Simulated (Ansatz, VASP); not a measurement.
**BeS: VASP beside Ansatz**

```
CELL_PARAMETERS angstrom
0.00000 2.50005 2.50005
2.50005 0.00000 2.50005
2.50005 2.50005 0.00000
ATOMIC_POSITIONS crystal
Be 0.00000 0.00000 0.00000
S 0.75000 0.75000 0.75000
```

Alike in both runs: task single point; functional PBEsol; k mesh 8 × 8 × 8; occupations gaussian, width 0.02 eV; no spin polarisation.

|  | VASP | Ansatz |
| --- | --- | --- |
| version | VASP 6.6.1 | Ansatz 0.2.0 |
| potentials or method | VASP PAW PBE potentials, release 64 (Be, S), cutoff 600 eV | scalar-relativistic, plane waves, PAW |
| valence electrons in the cell | 8 | 8 |

VASP gave:

```
gap on the k mesh at the Fermi level (eV) : 3.11
pressure (GPa)                            : -7.8
```

Q: Which values does Ansatz return?

A: gap on the k mesh at the Fermi level (eV): 3.11; pressure (GPa): -8.0.

VASP's potentials were made for PBE, not for PBEsol.
